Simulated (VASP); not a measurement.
# CsSnI3 (P4mm) in VASP: a series of runs

Runs on CsSnI3. Level: PBEsol. Tasks: single point.

All numbers are computed with VASP 6.6.1; they aren't measurements. Logs are shortened: lines on timing, memory, paths and dates and some standing lists are left out, and cuts for length are marked.

### 1 The cell of the first run

Symmetry: P4mm, No. 99, tetragonal system. The conventional cell has a = 6.206 Å, b = 6.206 Å, c = 6.206 Å, α = 90.00°, β = 90.00°, γ = 90.00°. Within 5.6 Å of Cs (site symmetry 4mm) lie 12 I at 4.30 to 4.48 Å and 8 Sn at 5.37 Å. Sn (site symmetry 4mm) has 6 I at 2.98 to 3.23 Å within 3.9 Å. Within 3.9 Å of I (site symmetry 4mm) lie 2 Sn at 2.98 to 3.23 Å. I (site symmetry 2mm) has 2 Sn at 3.11 Å within 4.1 Å.

### 2 Single point, PBEsol

The input, INCAR:

```
PREC = Accurate
ENCUT = 520
EDIFF = 1E-7
ISMEAR = 0
SIGMA = 0.03
LREAL = F
LASPH = T
NELM = 100
ALGO = Normal
ISIF = 2
LWAVE = F
LCHARG = T
GGA = PS
LELF = T
LVHAR = T
NBANDS = 30
```

The input, KPOINTS:

```
Automatic mesh
0
Gamma
  6 6 6
```

The input, POSCAR:

```
CsSnI3
1.0
    6.2057000000      0.0000000000      0.0000000000
    0.0000000000      6.2057000000      0.0000000000
    0.0000000000      0.0000000000      6.2057000000
Cs Sn I
1 1 3
Direct
    0.0000000000      0.0000000000      0.0000000000
    0.5000000000      0.5000000000      0.5000000000
   -0.0201427720      0.5000000000      0.5000000000
    0.4798572280      0.0000000000      0.5000000000
    0.4798572280      0.5000000000      0.0000000000
```

Potentials or basis: VASP PAW PBE potentials, release 64 (Cs_sv, Sn_d, I).

On the command line:

```
> cat potpaw_PBE.64/Cs_sv/POTCAR potpaw_PBE.64/Sn_d/POTCAR potpaw_PBE.64/I/POTCAR > POTCAR
> mpirun -np 1 vasp_std > vasp.out
```

OUTCAR:

```text
PREC = Accurate
   ENCUT = 520
   EDIFF = 1E-7
   ISMEAR = 0
   LREAL = F
   LASPH = T
   NELM = 100
   ISIF = 2
   GGA = PS

 ion  position               nearest neighbor table
   1  0.000  0.000  0.000-
   2  0.500  0.500  0.500-   3 2.98   4 3.11   5 3.11   5 3.11   4 3.11   3 3.23
   3  0.980  0.500  0.500-   2 2.98   2 3.23
   4  0.480  0.000  0.500-   2 3.11   2 3.11
   5  0.480  0.500  0.000-   2 3.11   2 3.11

  LATTYP: Found a simple cubic cell.
 ALAT       =     6.2057000000

  Lattice vectors:

 A1 = (   6.2057000000,   0.0000000000,   0.0000000000)
 A2 = (   0.0000000000,   6.2057000000,   0.0000000000)
 A3 = (   0.0000000000,   0.0000000000,   6.2057000000)

Analysis of symmetry for initial positions (statically):
=====================================================================
 Subroutine PRICEL returns:
 Original cell was already a primitive cell.

 Routine SETGRP: Setting up the symmetry group for a
 simple cubic supercell.

 Subroutine GETGRP returns: Found  8 space group operations
 (whereof  8 operations were pure point group operations)
 out of a pool of 48 trial point group operations.

The static configuration has the point symmetry C_4v.

Analysis of symmetry for dynamics (positions and initial velocities):
=====================================================================
 Subroutine PRICEL returns:
 Original cell was already a primitive cell.

 Routine SETGRP: Setting up the symmetry group for a
 simple cubic supercell.

 Subroutine GETGRP returns: Found  8 space group operations
 (whereof  8 operations were pure point group operations)
 out of a pool of 48 trial point group operations.

The dynamic configuration has the point symmetry C_4v.

 Subroutine INISYM returns: Found  8 space group operations
 (whereof  8 operations are pure point group operations),
 and found     1 'primitive' translations

----------------------------------------------------------------------------------------

                                     Primitive cell

  volume of cell :     238.9859

  direct lattice vectors                    reciprocal lattice vectors
     6.205700000  0.000000000  0.000000000     0.161142176  0.000000000  0.000000000
     0.000000000  6.205700000  0.000000000     0.000000000  0.161142176  0.000000000
     0.000000000  0.000000000  6.205700000     0.000000000  0.000000000  0.161142176

  length of vectors
     6.205700000  6.205700000  6.205700000     0.161142176  0.161142176  0.161142176

  position of ions in fractional coordinates (direct lattice)
     0.000000000  0.000000000  0.000000000
     0.500000000  0.500000000  0.500000000
     0.979857228  0.500000000  0.500000000
     0.479857228  0.000000000  0.500000000
     0.479857228  0.500000000  0.000000000

  ion indices of the primitive-cell ions
   primitive index   ion index
                 1           1
                 2           2
                 3           3
                 4           4
                 5           5

----------------------------------------------------------------------------------------

 KPOINTS: Automatic mesh

Automatic generation of k-mesh.
 Grid dimensions read from file:
 generate k-points for:    6    6    6

 Generating k-lattice:

  Cartesian coordinates                     Fractional coordinates (reciprocal lattice)
     0.026857029  0.000000000  0.000000000     0.166666667  0.000000000  0.000000000
     0.000000000  0.026857029  0.000000000     0.000000000  0.166666667  0.000000000
     0.000000000  0.000000000  0.026857029     0.000000000  0.000000000  0.166666667

  Length of vectors
     0.026857029  0.026857029  0.026857029

  Shift w.r.t. Gamma in fractional coordinates (k-lattice)
     0.000000000  0.000000000  0.000000000

 Subroutine IBZKPT returns following result:
 ===========================================

 Found     40 irreducible k-points:

 Following reciprocal coordinates:
            Coordinates               Weight
  0.000000  0.000000  0.000000      1.000000
  0.166667  0.000000  0.000000      2.000000
  0.000000  0.166667  0.000000      4.000000
  0.333333  0.000000  0.000000      2.000000
  0.000000  0.333333  0.000000      4.000000
  0.500000  0.000000  0.000000      1.000000
[... 16 lines left out ...]
  0.166667  0.166667  0.166667      8.000000
  0.333333  0.166667  0.166667      8.000000
 [... further k-points ...]
   k-points           NKPTS =     40   k-points in BZ     NKDIM =     40   number of bands    NBANDS=     30
   number of dos      NEDOS =    301   number of ions     NIONS =      5
   total plane-waves  NPLWV = 110592
   dimension x,y,z NGX =    48 NGY =   48 NGZ =   48
   dimension x,y,z NGXF=    96 NGYF=   96 NGZF=   96
   ions per type =               1   1   3
   NGX,Y,Z   is equivalent  to a cutoff of  12.86, 12.86, 12.86 a.u.
   NGXF,Y,Z  is equivalent  to a cutoff of  25.72, 25.72, 25.72 a.u.
 SYSTEM =  unknown system
   PREC   = accura    normal or accurate (medium, high low for compatibility)
   ISTART =      0    job   : 0-new  1-cont  2-samecut
   ICHARG =      2    charge: 1-file 2-atom 10-const
   ISPIN  =      1    spin polarized calculation?
   LNONCOLLINEAR =      F non collinear calculations
   LSORBIT =      F    spin-orbit coupling
   LASPH  =      T    aspherical Exc in radial PAW
   ENCUT  =  520.0 eV  38.22 Ry    6.18 a.u.  11.54 11.54 11.54*2*pi/ulx,y,z
   NELM   =    100;   NELMIN=  2; NELMDL= -5     # of ELM steps
   EDIFF  = 0.1E-06   stopping-criterion for ELM
   LREAL  =      F    real-space projection
   EDIFFG = 0.1E-05   stopping-criterion for IOM
   NSW    =      0    number of steps for IOM
   IBRION =     -1    ionic relax: 0-MD 1-quasi-New 2-CG
   NFREE  =      0    steps in history (QN), initial steepest desc. (CG)
   ISIF   =      2    stress and relaxation
   ISYM   =      2    0-nonsym 1-usesym 2-fastsym
   POTIM  = 0.5000    time-step for ionic-motion
   TEBEG  =    0.0;   TEEND  =   0.0 temperature during run
   PSTRESS=    0.0 pullay stress
   NELECT =      44.0000    total number of electrons
   NUPDOWN=      -1.0000    fix difference up-down
   EMIN   =  10.00;   EMAX   =-10.00  energy-range for DOS
   EFERMI =   0.00;   METHOD = LEGACY
   ISMEAR =     0;   SIGMA  =   0.03  broadening in eV -4-tet -1-fermi 0-gaus
   EFERMI_NEDOS =   21; number of points for ismear=-14 and -15
   IALGO  =     38    algorithm
   IMIX   =      4    mixing-type and parameters
     AMIX     =   0.40;   BMIX     =  1.00
     AMIX_MAG =   1.60;   BMIX_MAG =  1.00
  volume/ion in A,a.u.               =      47.80       322.55
  Fermi-wavevector in a.u.,A,eV,Ry     =   0.931326  1.759950 11.801253  0.867368
  Thomas-Fermi vector in A             =   2.057807
   LORBIT       =      0    0 simple, 1 ext, 2 COOP (PROOUT), +10 PAW based schemes
   GGA     = PS    functional components
   LHFCALC =     F    Hartree Fock is set to
   AEXX    =    0.0000 exact exchange contribution
   IVDW    =     0    specifies the selected vdW correction
   LEPSILON=     F    determine dielectric tensor
   LRPA    =     F    only Hartree local field effects (RPA)
 non-spin polarized calculation
 Gauss-broadening in eV      SIGMA  =   0.03
  energy-cutoff  :      520.00
  volume of cell :      238.99
 maximum number of plane-waves:      6488
 NGX is ok and might be reduce to    48
   NGX = 23   NGY = 23   NGZ = 23

 number of electron      43.9999983 magnetization

 Free energy of the ion-electron system (eV)
  ---------------------------------------------------
  ext. energy  EPLUGINS =         0.00000000
  ---------------------------------------------------
  free energy    TOTEN  =       -15.06181710 eV

  energy without entropy =      -15.06181710  energy(sigma->0) =      -15.06181710

 E-fermi :   2.9152     XC(G=0):  -7.6865

 val. band max:        2.7823528138   @ k =   0.5000   0.5000   0.5000
 cond. band min:       3.0580411427   @ k =   0.5000   0.5000   0.5000
 fundamental gap:      0.2756883289
 Fermi energy:         2.9151953769

 k-point     1 :       0.0000    0.0000    0.0000
  band No.  band energies     occupation
      1     -19.4986      2.00000
      2     -19.2031      2.00000
      3     -19.2020      2.00000
      4     -19.1818      2.00000
      5     -19.1788      2.00000
      6     -19.1788      2.00000
[... 22 lines left out ...]
     29       7.4558      0.00000
     30       7.4656      0.00000

 k-point     2 :       0.1667    0.0000    0.0000
  band No.  band energies     occupation
      1     -19.4985      2.00000
      2     -19.2031      2.00000
      3     -19.2016      2.00000
      4     -19.1818      2.00000
      5     -19.1788      2.00000
      6     -19.1788      2.00000
[... 22 lines left out ...]
     29       6.5061      0.00000
     30       7.4055      0.00000

 k-point     3 :       0.0000    0.1667    0.0000
  band No.  band energies     occupation
      1     -19.4985      2.00000
      2     -19.2028      2.00000
      3     -19.2018      2.00000
      4     -19.1819      2.00000
      5     -19.1788      2.00000
      6     -19.1788      2.00000
[... 22 lines left out ...]
     29       6.6460      0.00000
     30       7.3921      0.00000

 k-point     4 :       0.3333    0.0000    0.0000
  band No.  band energies     occupation
      1     -19.4983      2.00000
      2     -19.2031      2.00000
      3     -19.2007      2.00000
      4     -19.1818      2.00000
      5     -19.1789      2.00000
      6     -19.1789      2.00000
[... 22 lines left out ...]
     29       6.8432      0.00000
     30       7.4747      0.00000

 k-point     5 :       0.0000    0.3333    0.0000
  band No.  band energies     occupation
      1     -19.4983      2.00000
      2     -19.2025      2.00000
      3     -19.2013      2.00000
      4     -19.1820      2.00000
      5     -19.1789      2.00000
      6     -19.1788      2.00000
[... 22 lines left out ...]
     29       6.9597      0.00000
     30       7.3410      0.00000
[... 526 lines left out ...]
     29       7.8277      0.00000
     30       7.9054      0.00000

 k-point    22 :       0.0000    0.5000    0.5000
  band No.  band energies     occupation
      1     -19.4978      2.00000
      2     -19.2012      2.00000
      3     -19.2006      2.00000
      4     -19.1821      2.00000
      5     -19.1789      2.00000
      6     -19.1789      2.00000
[... 22 lines left out ...]
     29       7.8461      0.00000
     30       7.8576      0.00000

 k-point    23 :       0.1667    0.1667    0.1667
  band No.  band energies     occupation
      1     -19.4983      2.00000
      2     -19.2024      2.00000
      3     -19.2014      2.00000
      4     -19.1819      2.00000
      5     -19.1788      2.00000
      6     -19.1788      2.00000
[... 22 lines left out ...]
     29       6.8618      0.00000
     30       6.9722      0.00000

 k-point    24 :       0.3333    0.1667    0.1667
  band No.  band energies     occupation
      1     -19.4981      2.00000
      2     -19.2024      2.00000
      3     -19.2005      2.00000
      4     -19.1819      2.00000
      5     -19.1789      2.00000
      6     -19.1789      2.00000
[... 22 lines left out ...]
     29       7.1367      0.00000
     30       7.5111      0.00000

 [... further k-points ...]

------------------------ aborting loop because EDIFF is reached ----------------------------------------

  FORCE on cell =-STRESS in cart. coord.  units (eV):
  Direction    XX          YY          ZZ          XY          YZ          ZX
  --------------------------------------------------------------------------------------
  -------------------------------------------------------------------------------------
  Total       -0.5522193     -0.8083240     -0.8083240      0.0000000      0.0000000      0.0000000
  in kB       -3.7021143     -5.4190571     -5.4190571      0.0000000      0.0000000      0.0000000
  external PRESSURE =      -4.8467428 kB  Pullay stress =       0.0000000 kB

 VOLUME and BASIS-vectors are now :
 -----------------------------------------------------------------------------
  energy-cutoff  :      520.00
  volume of cell :      238.99
      direct lattice vectors                 reciprocal lattice vectors
     6.205700000  0.000000000  0.000000000     0.161142176  0.000000000  0.000000000
     0.000000000  6.205700000  0.000000000     0.000000000  0.161142176  0.000000000
     0.000000000  0.000000000  6.205700000     0.000000000  0.000000000  0.161142176

 POSITION                                       TOTAL-FORCE (eV/Angst)
 -----------------------------------------------------------------------------------
      0.00000      0.00000      0.00000         0.009201      0.000000     -0.000000
      3.10285      3.10285      3.10285        -0.094827      0.000000     -0.000000
      6.08070      3.10285      3.10285         0.090637      0.000000     -0.000000
      2.97785      0.00000      3.10285        -0.002505     -0.000000     -0.000000
      2.97785      3.10285      0.00000        -0.002505      0.000000      0.000000
 -----------------------------------------------------------------------------------
    total drift:                                0.000201     -0.000000     -0.000000

  FREE ENERGIE OF THE ION-ELECTRON SYSTEM (eV)
  ---------------------------------------------------
  free  energy   TOTEN  =       -15.0618170960 eV

  energy  without entropy=      -15.0618170960  energy(sigma->0) =      -15.06181710
```

Wall time 3.7 min (1 thread of Intel Xeon Platinum 8259CL at 2.50GHz (Skylake/Cascade Lake), shared host); peak memory 0.5 GiB.

What came out:

- Free energy: -15.0618 eV
- Pressure: -0.5 GPa
- Largest force: 0.095 eV/Å
- Band gap on the k mesh: 0.28 eV

Forces on the atoms (eV/Å):
```
Cs   0.009  0.000  0.000
Sn  -0.095  0.000  0.000
I    0.091  0.000  0.000
I   -0.003  0.000  0.000
I   -0.003  0.000  0.000
```

Stress tensor (GPa, compression positive):
```
-0.37  0.00  0.00
 0.00 -0.54  0.00
 0.00  0.00 -0.54
```

Caveat: the cell differs from its parent crystal (all I atoms moved +0.125 Å, as atom 3 towards its neighbour atom 2 (Sn) at 3.103 Å); the PAW data sets were made with another functional, which shifts forces and pressure a little; spin-orbit coupling is left out, which moves the levels of the heavy elements. A k mesh can miss the band edges.

### 3 Single point, PBEsol

The input, INCAR:

```
ALGO     = Normal         # electronic algorithm
EDIFF    = 1E-7           # SCF threshold, eV
ENCUT    = 520            # plane-wave cutoff, eV
GGA      = PS             # functional
ISIF     = 2              # what is computed and relaxed
ISMEAR   = 0              # smearing method
LASPH    = T              # aspherical terms in the spheres
LCHARG   = F              # write CHGCAR
LREAL    = F              # projectors in reciprocal space
LWAVE    = F              # write WAVECAR
NBANDS   = 30             # bands
NELM     = 60             # most SCF steps
PREC     = Accurate       # precision mode
SIGMA    = 0.03           # smearing width, eV
```

The input, KPOINTS:

```
k-points
0
Gamma
  6 6 6
```

The input, POSCAR:

```
CsSnI3
1.0
    6.2057000000      0.0000000000      0.0000000000
    0.0000000000      6.2057000000      0.0000000000
    0.0000000000      0.0000000000      6.2057000000
Cs Sn I
1 1 3
Direct
    0.0000000000      0.0000000000      0.0000000000
    0.5000000000      0.5000000000      0.5000000000
   -0.0704997019      0.5000000000      0.5000000000
    0.4295002981      0.0000000000      0.5000000000
    0.4295002981      0.5000000000      0.0000000000
```

Potentials or basis: VASP PAW PBE potentials, release 64 (Cs_sv, Sn_d, I).

On the command line:

```
> cat potpaw_PBE.64/Cs_sv/POTCAR potpaw_PBE.64/Sn_d/POTCAR potpaw_PBE.64/I/POTCAR > POTCAR
> mpirun -np 1 vasp_std > vasp.out
```

Run time: 3.6 min. Hardware: 1 thread of Intel Xeon Platinum 8259CL at 2.50GHz (Skylake/Cascade Lake), shared host; peak memory 0.5 GiB.

Results (log left out):

| Quantity | Value |
| --- | --- |
| Free energy | -14.8602 eV |
| Pressure | 0.5 GPa |
| Largest force | 1.676 eV/Å |
| Band gap on the k mesh | 0.43 eV |

Forces in eV/Å, atoms in the order of the input:
```
Cs   0.028  0.000  0.000
Sn  -1.676  0.000  0.000
I    1.553  0.000  0.000
I    0.047  0.000  0.000
I    0.047  0.000  0.000
```

Stress tensor (GPa, compression positive):
```
 2.24  0.00  0.00
 0.00 -0.36  0.00
 0.00  0.00 -0.36
```

Levels at points of the mesh, in eV from the valence-band top:
| k point | band 20 | band 21 | band 22 | band 23 | band 24 | band 25 |
| --- | --- | --- | --- | --- | --- | --- |
| (0.00, 0.00, 0.00) | -2.32 | -2.20 | -2.20 | 1.95 | 2.90 | 2.90 |
| (0.50, 0.00, 0.00) | -2.29 | -2.29 | -1.98 | 1.75 | 3.57 | 3.83 |
| (0.00, 0.50, 0.00) | -2.57 | -2.40 | -1.33 | 1.25 | 3.15 | 3.49 |
| (0.50, 0.50, 0.00) | -2.66 | -1.95 | -0.76 | 0.85 | 1.44 | 3.64 |
| (0.00, 0.50, 0.50) | -2.45 | -1.77 | -0.51 | 0.94 | 0.94 | 4.02 |
| (0.50, 0.50, 0.50) | -1.94 | -1.75 | 0.00 | 0.43 | 0.43 | 1.09 |

Caveat: the cell differs from its parent crystal (all I atoms moved +0.438 Å, as atom 3 towards its neighbour atom 2 (Sn) at 3.103 Å); the PAW data sets were made with another functional, which shifts forces and pressure a little; spin-orbit coupling is left out, which moves the levels of the heavy elements.
